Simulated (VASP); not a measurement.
A run of VASP 6.6.1 is set up as follows.

Contents of INCAR:

```
PREC = Accurate
ENCUT = 520
EDIFF = 1E-6
ISMEAR = -1
SIGMA = 0.02
LREAL = Auto
LASPH = T
NELM = 120
ALGO = Normal
ISIF = 2
LWAVE = F
LCHARG = T
GGA = PE
IVDW = 12
LELF = T
LVHAR = T
NBANDS = 116
GGA_COMPAT = F
```

KPOINTS

```
Automatic mesh
0
Gamma
  2 2 2
```

Contents of POSCAR:

```
Si12O23
1.0
   -2.4984000000      4.3273560000      5.4576000000
    4.9968000000      0.0000000000      5.4576000000
    4.9968000000      8.6547110000      0.0000000000
Si O
12 23
Direct
    0.7513487908      0.2692086653      0.1337875812
    0.1663452440      0.2110384155      0.1721426456
    0.6034905994      0.0857906855      0.9732826335
    0.7319450636      0.2547280831      0.6317791710
    0.1590139877      0.1553974006      0.6491873023
    0.5926236136      0.0625218191      0.4655997835
    0.2336567096      0.7670088469      0.3688185353
    0.6637076600      0.6583017807      0.4038759496
    0.0966966426      0.5394196446      0.2105410666
    0.2436208672      0.7474730865      0.8701936977
    0.6601012207      0.6742990038      0.9135635812
    0.0935752398      0.5682519256      0.7052490404
    0.9837645066      0.2658456252      0.0958954212
    0.3707525806      0.1650452465      0.0461259563
    0.1361455305      0.6872525263      0.0441694522
    0.1479289649      1.0017320279      0.2994824978
    0.7323731018      0.1011487138      0.0710411320
    0.9715788492      0.2186151182      0.5796420079
    0.3533224485      0.0941733579      0.5208058252
    0.1232022397      0.7220385147      0.5433169321
    0.1362409129      0.9717707506      0.7960486076
    0.1714355077      0.3412207311      0.6944059406
    0.6709111937      0.0931395477      0.5882746502
    0.4713888084      0.7296990755      0.3393660571
    0.8569691769      0.5834280807      0.2808893631
    0.6492546328      0.2253880191      0.3102301673
    0.6333472482      0.4776129991      0.5517008214
    0.6928328474      0.8406564365      0.4454329083
    0.1959716621      0.6120920866      0.3019977665
    0.4758019995      0.7363005630      0.8415749878
    0.8610412976      0.6167476724      0.7901463370
    0.6560853580      0.2283521103      0.8079565141
    0.6341400479      0.4854625160      0.0561449534
    0.6602766213      0.8573196739      0.9684835530
    0.2272482250      0.5940496501      0.7936880598
```

Potentials or basis: VASP PAW PBE potentials, release 64 (Si, O).

The run is started by

```console
$ cat potpaw_PBE.64/Si/POTCAR potpaw_PBE.64/O/POTCAR > POTCAR
$ mpirun -np 1 vasp_std > vasp.out
```

Problem. What does it give for the band gap on the k mesh?

Solution. 5.38 eV.

Problem. What does it give for the largest force?

Solution. 0.041 eV/Å.

Problem. Estimate the pressure.

Solution. -1.8 GPa.

Forces in eV/Å, atoms in the order of the input:
```
Si   0.013  0.007  0.005
Si   0.026 -0.007  0.030
Si  -0.007 -0.002 -0.010
Si   0.019  0.001 -0.009
Si  -0.005 -0.005  0.003
Si  -0.006  0.011  0.000
Si   0.007 -0.014 -0.003
Si  -0.007 -0.013  0.002
Si  -0.031 -0.002 -0.024
Si   0.010  0.009  0.002
Si  -0.001 -0.010  0.013
Si  -0.004  0.000 -0.010
O    0.010  0.008 -0.001
O    0.000  0.017  0.005
O   -0.016  0.005  0.002
O   -0.009 -0.003  0.004
O    0.003  0.000  0.000
O    0.009  0.004  0.002
O    0.006  0.011  0.004
O   -0.011  0.009 -0.007
O   -0.009 -0.003  0.002
O    0.004 -0.016 -0.005
O    0.009 -0.009  0.008
O    0.004  0.011 -0.005
O    0.000  0.011 -0.001
O   -0.014  0.004 -0.006
O   -0.013 -0.001  0.004
O    0.005 -0.013 -0.003
O    0.009 -0.005  0.003
O    0.011  0.003 -0.006
O   -0.003  0.016  0.006
O   -0.015  0.003 -0.008
O   -0.007 -0.004  0.005
O   -0.001 -0.017 -0.002
O    0.016 -0.007  0.001
```

Caveat: the k points lie up to 0.46 Å⁻¹ apart.
